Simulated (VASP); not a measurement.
Here is a VASP 6.6.1 calculation.

File POSCAR:

```
Al3GaN4
1.0
   -5.0380822009      0.0000000000     -0.0000609628
    0.0000000000     -3.1249488261      0.0000000000
   -0.0065814847     -1.5624744130     10.8207859611
Al Ga N
6 2 8
Direct
    0.4997783381      0.1458612313      0.7082775373
    0.4997783381      0.3958612313      0.2082775373
    0.9993316293      0.4789495158      0.0421009685
    0.9993316293      0.2289495158      0.5421009685
    0.9989956742      0.6047638840      0.7904722320
    0.9989956742      0.8547638840      0.2904722320
    0.5005053126      0.5211238839      0.9577522322
    0.5005053126      0.7711238839      0.4577522322
    0.8892930213      0.5210957469      0.9578085062
    0.8892930213      0.7710957469      0.4578085062
    0.8773244104      0.1458919271      0.7082161458
    0.8773244104      0.3958919271      0.2082161458
    0.3745864007      0.4775047484      0.0449905032
    0.3745864007      0.2275047484      0.5449905032
    0.3765862133      0.6062088126      0.7875823748
    0.3765862133      0.8562088126      0.2875823748
```

INCAR.step1

```
SYSTEM = Al3GaN4
PREC = Accurate
ENCUT = 520
ISMEAR = 0
SIGMA = 0.05
LREAL = Auto
LASPH = .TRUE.
NELM = 100
ISYM = 0
NBANDS = 56
GGA = PE
ALGO = Normal
EDIFF = 1E-4
LWAVE = .TRUE.
LCHARG = .FALSE.
```

File INCAR.step2:

```
SYSTEM = Al3GaN4
PREC = Accurate
ENCUT = 520
EDIFF = 1E-6
ISMEAR = 0
SIGMA = 0.05
LREAL = Auto
LASPH = .TRUE.
NELM = 100
ALGO = Normal
ISIF = 2
LWAVE = .FALSE.
LCHARG = .FALSE.
METAGGA = R2SCAN
LMIXTAU = .TRUE.
ISYM = 0
NBANDS = 56
ISTART = 1
```

File KPOINTS:

```
Automatic mesh
0
G
  5 7 2
  0 0 0
```

Potentials or basis: VASP PAW PBE potentials, release 64 (Al, Ga_d, N).

Launch:

```sh
$ cat potpaw_PBE.64/Al/POTCAR potpaw_PBE.64/Ga_d/POTCAR potpaw_PBE.64/N/POTCAR > POTCAR
$ cp INCAR.step1 INCAR
$ mpirun -np 1 vasp_std > vasp.out
$ cp INCAR.step2 INCAR
$ mpirun -np 1 vasp_std > vasp.out
```

(1) Estimate the pressure.

(2) What does it give for the largest force?

Results:

(1) 74.9 GPa.

(2) 109.271 eV/Å.

Caveat: the cell differs from its parent crystal (the part above a cut slid along it); atoms lie so close that the PAW spheres overlap strongly, which falsifies energies and pressures; the stress differs along the axes, from 3 to 157 GPa; the PAW data sets were made with another functional, which shifts forces and pressure a little.
